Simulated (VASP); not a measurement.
# Cu (Cmcm) in VASP: single point with r2SCAN

Aim: the single point of Cu with r2SCAN.

Program: VASP 6.6.1. These are calculated values, not measurements. Logs are shortened: lines on timing, memory, paths and dates and some standing lists are left out, and cuts for length are marked.

## (1) The cell of the first run

The structure is orthorhombic, space group Cmcm (No. 63). The conventional cell has a = 2.439 Å, b = 7.955 Å, c = 2.477 Å, α = 90.00°, β = 90.00°, γ = 90.00°. Cu (site symmetry m2m) has 10 Cu at 2.44 to 2.54 Å within 3.2 Å.

## (2) Single point, r2SCAN

POSCAR reads:

```
Cu
1.0
    1.2192992027     -3.9775942623      0.0000000000
    1.2192992027      3.9775942623      0.0000000000
    0.0000000000      0.0000000000      2.4770877137
Cu
2
Direct
    0.1338381918      0.8661618082      0.2500000000
    0.8661618082      0.1338381918      0.7500000000
```

INCAR.step1 reads:

```
PREC = Accurate ; ENCUT = 520
ISMEAR = 0 ; SIGMA = 0.1
LREAL = F ; LASPH = T
NELM = 60 ; NBANDS = 18
GGA = PE ; ALGO = Normal
EDIFF = 1E-4 ; LWAVE = T
LCHARG = F
```

INCAR.step2 reads:

```
PREC = Accurate ; ENCUT = 520
EDIFF = 1E-6 ; ISMEAR = 0
SIGMA = 0.1 ; LREAL = F
LASPH = T ; NELM = 60
ALGO = Normal ; ISIF = 2
LWAVE = F ; LCHARG = F
METAGGA = R2SCAN ; LMIXTAU = T
NBANDS = 18 ; ISTART = 1
```

KPOINTS reads:

```
regular mesh
0
Gamma
  18 18 16
```

Potentials or basis: VASP PAW PBE potentials, release 64 (Cu).

Run with:

```bash
> cat potpaw_PBE.64/Cu/POTCAR > POTCAR
> cp INCAR.step1 INCAR
> mpirun -np 1 vasp_std > vasp.out
> cp INCAR.step2 INCAR
> mpirun -np 1 vasp_std > vasp.out
```

OUTCAR:

```text
PREC = Accurate
   ENCUT = 520
   EDIFF = 1E-6
   ISMEAR = 0
   LREAL = F
   LASPH = T
   NELM = 60
   ISIF = 2
   METAGGA = R2SCAN
   ISTART = 1

 ion  position               nearest neighbor table
   1  0.134  0.866  0.250-   2 2.46   2 2.46   2 2.54   2 2.54   2 2.54   2 2.54
   2  0.866  0.134  0.750-   1 2.46   1 2.46   1 2.54   1 2.54   1 2.54   1 2.54

  LATTYP: Found a base centered orthorhombic cell.
 ALAT       =     2.4385984054
 B/A-ratio  =     3.2621970502
 C/A-ratio  =     1.0157833730

  Lattice vectors:

 A1 = (   1.2192992027,  -3.9775942623,   0.0000000000)
 A2 = (   1.2192992027,   3.9775942623,   0.0000000000)
 A3 = (   0.0000000000,   0.0000000000,   2.4770877137)

Analysis of symmetry for initial positions (statically):
=====================================================================
 Subroutine PRICEL returns:
 Original cell was already a primitive cell.

 Routine SETGRP: Setting up the symmetry group for a
 base centered orthorhombic supercell.

 Subroutine GETGRP returns: Found  8 space group operations
 (whereof  4 operations were pure point group operations)
 out of a pool of  8 trial point group operations.

The static configuration has the point symmetry C_2h.
 The point group associated with its full space group is D_2h.

Analysis of symmetry for dynamics (positions and initial velocities):
=====================================================================
 Subroutine PRICEL returns:
 Original cell was already a primitive cell.

 Routine SETGRP: Setting up the symmetry group for a
 base centered orthorhombic supercell.

 Subroutine GETGRP returns: Found  8 space group operations
 (whereof  4 operations were pure point group operations)
 out of a pool of  8 trial point group operations.

The dynamic configuration has the point symmetry C_2h.
 The point group associated with its full space group is D_2h.

 Subroutine INISYM returns: Found  8 space group operations
 (whereof  4 operations are pure point group operations),
 and found     1 'primitive' translations

----------------------------------------------------------------------------------------

                                     Primitive cell

  volume of cell :      24.0271

  direct lattice vectors                    reciprocal lattice vectors
     1.219299203 -3.977594262  0.000000000     0.410071621 -0.125704123  0.000000000
     1.219299203  3.977594262  0.000000000     0.410071621  0.125704123  0.000000000
     0.000000000  0.000000000  2.477087714     0.000000000  0.000000000  0.403699875

  length of vectors
     4.160282041  4.160282041  2.477087714     0.428905888  0.428905888  0.403699875

  position of ions in fractional coordinates (direct lattice)
     0.133838192  0.866161808  0.250000000
     0.866161808  0.133838192  0.750000000

  ion indices of the primitive-cell ions
   primitive index   ion index
                 1           1
                 2           2

----------------------------------------------------------------------------------------

 KPOINTS: regular mesh

Automatic generation of k-mesh.
 Grid dimensions read from file:
 generate k-points for:   18   18   16

 Generating k-lattice:

  Cartesian coordinates                     Fractional coordinates (reciprocal lattice)
     0.022781757 -0.006983562  0.000000000     0.055555556  0.000000000  0.000000000
     0.022781757  0.006983562  0.000000000     0.000000000  0.055555556  0.000000000
     0.000000000  0.000000000  0.025231242     0.000000000  0.000000000  0.062500000

  Length of vectors
     0.023828105  0.023828105  0.025231242

  Shift w.r.t. Gamma in fractional coordinates (k-lattice)
     0.000000000  0.000000000  0.000000000

 Subroutine IBZKPT returns following result:
 ===========================================

 Found    819 irreducible k-points:

 Following reciprocal coordinates:
            Coordinates               Weight
  0.000000  0.000000  0.000000      1.000000
  0.055556  0.000000  0.000000      4.000000
  0.111111  0.000000  0.000000      4.000000
  0.166667  0.000000  0.000000      4.000000
  0.222222  0.000000  0.000000      4.000000
  0.277778  0.000000  0.000000      4.000000
[... 16 lines left out ...]
 -0.277778  0.055556  0.000000      4.000000
 -0.222222  0.055556  0.000000      4.000000
 [... further k-points ...]
   k-points           NKPTS =    819   k-points in BZ     NKDIM =    819   number of bands    NBANDS=     18
   number of dos      NEDOS =    301   number of ions     NIONS =      2
   total plane-waves  NPLWV =  18432
   dimension x,y,z NGX =    32 NGY =   32 NGZ =   18
   dimension x,y,z NGXF=    64 NGYF=   64 NGZF=   36
   ions per type =               2
   NGX,Y,Z   is equivalent  to a cutoff of  12.79, 12.79, 12.08 a.u.
   NGXF,Y,Z  is equivalent  to a cutoff of  25.57, 25.57, 24.16 a.u.
 SYSTEM =  unknown system
   PREC   = accura    normal or accurate (medium, high low for compatibility)
   ISTART =      1    job   : 0-new  1-cont  2-samecut
   ICHARG =      0    charge: 1-file 2-atom 10-const
   ISPIN  =      1    spin polarized calculation?
   LNONCOLLINEAR =      F non collinear calculations
   LSORBIT =      F    spin-orbit coupling
   LASPH  =      T    aspherical Exc in radial PAW
   ENCUT  =  520.0 eV  38.22 Ry    6.18 a.u.   7.74  7.74  4.61*2*pi/ulx,y,z
   NELM   =     60;   NELMIN=  2; NELMDL=  0     # of ELM steps
   EDIFF  = 0.1E-05   stopping-criterion for ELM
   LREAL  =      F    real-space projection
   EDIFFG = 0.1E-04   stopping-criterion for IOM
   NSW    =      0    number of steps for IOM
   IBRION =     -1    ionic relax: 0-MD 1-quasi-New 2-CG
   NFREE  =      0    steps in history (QN), initial steepest desc. (CG)
   ISIF   =      2    stress and relaxation
   ISYM   =      2    0-nonsym 1-usesym 2-fastsym
   POTIM  = 0.5000    time-step for ionic-motion
   TEBEG  =    0.0;   TEEND  =   0.0 temperature during run
   PSTRESS=    0.0 pullay stress
   NELECT =      22.0000    total number of electrons
   NUPDOWN=      -1.0000    fix difference up-down
   EMIN   =  10.00;   EMAX   =-10.00  energy-range for DOS
   EFERMI =   0.00;   METHOD = LEGACY
   ISMEAR =     0;   SIGMA  =   0.10  broadening in eV -4-tet -1-fermi 0-gaus
   EFERMI_NEDOS =   21; number of points for ismear=-14 and -15
   IALGO  =     38    algorithm
   IMIX   =      4    mixing-type and parameters
     AMIX     =   0.40;   BMIX     =  1.00
     AMIX_MAG =   1.60;   BMIX_MAG =  1.00
  volume/ion in A,a.u.               =      12.01        81.07
  Fermi-wavevector in a.u.,A,eV,Ry     =   1.589699  3.004096 34.383884  2.527144
  Thomas-Fermi vector in A             =   2.688508
   LORBIT       =      0    0 simple, 1 ext, 2 COOP (PROOUT), +10 PAW based schemes
   METAGGA = R2SCAN    functional components
   LHFCALC =     F    Hartree Fock is set to
   AEXX    =    0.0000 exact exchange contribution
   IVDW    =     0    specifies the selected vdW correction
   LEPSILON=     F    determine dielectric tensor
   LRPA    =     F    only Hartree local field effects (RPA)
 non-spin polarized calculation
 Gauss-broadening in eV      SIGMA  =   0.10
  energy-cutoff  :      520.00
  volume of cell :       24.03
 maximum number of plane-waves:       672
   NGX = 15   NGY = 15   NGZ =  9

 number of electron      21.9999989 magnetization

 Free energy of the ion-electron system (eV)
  ---------------------------------------------------
  ext. energy  EPLUGINS =         0.00000000
  ---------------------------------------------------
  free energy    TOTEN  =       -21.34689705 eV

  energy without entropy =      -21.34373633  energy(sigma->0) =      -21.34531669

 E-fermi :   7.1804     XC(G=0): -13.5637

 val. band max:        7.1793799060   @ k =   0.0000   0.0000   0.5000
 cond. band min:       7.1813056510   @ k =   0.0000   0.0000   0.0000
 fundamental gap:      0.0019257449
 Fermi energy:         7.1804315743

 k-point     1 :       0.0000    0.0000    0.0000
  band No.  band energies     occupation
      1      -2.3223      2.00000
      2       2.0857      2.00000
      3       2.8673      2.00000
      4       3.3547      2.00000
      5       4.0739      2.00000
      6       4.3340      2.00000
[... 10 lines left out ...]
     17      27.4190      0.00000
     18      29.5747      0.00000

 k-point     2 :       0.0556    0.0000    0.0000
  band No.  band energies     occupation
      1      -2.2297      2.00000
      2       2.1202      2.00000
      3       2.9018      2.00000
      4       3.3867      2.00000
      5       4.0842      2.00000
      6       4.3306      2.00000
[... 10 lines left out ...]
     17      27.9476      0.00000
     18      31.1386      0.00000

 k-point     3 :       0.1111    0.0000    0.0000
  band No.  band energies     occupation
      1      -1.9547      2.00000
      2       2.2162      2.00000
      3       3.0010      2.00000
      4       3.4803      2.00000
      5       4.1136      2.00000
      6       4.3096      2.00000
[... 10 lines left out ...]
     17      28.2294      0.00000
     18      31.6115      0.00000

 k-point     4 :       0.1667    0.0000    0.0000
  band No.  band energies     occupation
      1      -1.5062      2.00000
      2       2.3524      2.00000
      3       3.1482      2.00000
      4       3.6130      2.00000
      5       4.0949      2.00000
      6       4.1575      2.00000
[... 375 lines left out ...]
      4       3.4244      2.00000
      5       4.0642      2.00000
      6       4.2955      2.00000
[... 10 lines left out ...]
     17      29.0126      0.00000
     18      30.0891      0.00000

 k-point    23 :      -0.2778    0.0556    0.0000
  band No.  band energies     occupation
      1      -0.7563      2.00000
      2       2.4682      2.00000
      3       3.2539      2.00000
      4       3.5800      2.00000
      5       3.9632      2.00000
      6       4.2487      2.00000
[... 10 lines left out ...]
     17      28.7563      0.00000
     18      31.4636      0.00000

 k-point    24 :      -0.2222    0.0556    0.0000
  band No.  band energies     occupation
      1      -1.3839      2.00000
      2       2.3320      2.00000
      3       3.0968      2.00000
      4       3.6622      2.00000
      5       3.9909      2.00000
      6       4.1941      2.00000
[... 10 lines left out ...]
     17      28.4978      0.00000
     18      31.4293      0.00000

 [... further k-points ...]
[... 5 lines left out ...]
  --------------------------------------------------------------------------------------
  -------------------------------------------------------------------------------------
  Total        0.1009877      0.1148083      0.1181678      0.0000000      0.0000000      0.0000000
  in kB        6.7340565      7.6556469      7.8796585      0.0000000      0.0000000      0.0000000
  external PRESSURE =       7.4231207 kB  Pullay stress =       0.0000000 kB

 VOLUME and BASIS-vectors are now :
 -----------------------------------------------------------------------------
  energy-cutoff  :      520.00
  volume of cell :       24.03
      direct lattice vectors                 reciprocal lattice vectors
     1.219299203 -3.977594262  0.000000000     0.410071621 -0.125704123  0.000000000
     1.219299203  3.977594262  0.000000000     0.410071621  0.125704123  0.000000000
     0.000000000  0.000000000  2.477087714     0.000000000  0.000000000  0.403699875

 POSITION                                       TOTAL-FORCE (eV/Angst)
 -----------------------------------------------------------------------------------
      1.21930      2.91289      0.61927         0.000000      0.009895      0.000000
      1.21930     -2.91289      1.85782         0.000000     -0.009895     -0.000000
 -----------------------------------------------------------------------------------
    total drift:                                0.000000     -0.000000      0.000000

  FREE ENERGIE OF THE ION-ELECTRON SYSTEM (eV)
  ---------------------------------------------------
  free  energy   TOTEN  =       -21.3468970476 eV

  energy  without entropy=      -21.3437363311  energy(sigma->0) =      -21.34531669
```

Wall time 32 min (1 thread of Oxide Virtual Turin-like, shared host); peak memory 0.36 GiB.

Results:

```yaml
Free_energy: -21.3469 eV
Pressure: 0.7 GPa
Largest_force: 0.010 eV/Å
Band_gap_on_the_k_mesh: zero (band 11 reaches 11.44 eV, above the bottom of band 12 at 5.45 eV)
```

Forces in eV/Å, atoms in the order of the input:
```
Cu   0.000  0.010  0.000
Cu   0.000 -0.010  0.000
```

Levels at points of the mesh, in eV from the Fermi level:
```csv
k point,band 8,band 9,band 10,band 11,band 12,band 13,band 14,band 15
"(0.00, 0.00, 0.00)",-2.12,-1.94,-1.80,-1.51,0.00,5.08,15.51,19.27
"(0.50, 0.00, 0.00)",-2.59,-2.21,-1.73,-0.48,1.37,2.70,7.22,13.52
"(0.50, 0.50, 0.00)",-2.38,-2.36,-2.03,-1.70,-1.61,14.27,15.90,16.35
"(0.00, 0.00, 0.50)",-2.83,-1.80,-1.80,0.00,0.00,8.59,8.59,9.90
"(0.50, 0.00, 0.50)",-1.89,-1.33,-1.33,3.93,3.93,7.86,7.86,10.11
"(0.50, 0.50, 0.50)",-2.08,-1.62,-1.62,-0.95,-0.95,3.93,3.93,18.78
```

Caveat: the PAW data sets were made with another functional, which shifts forces and pressure a little.
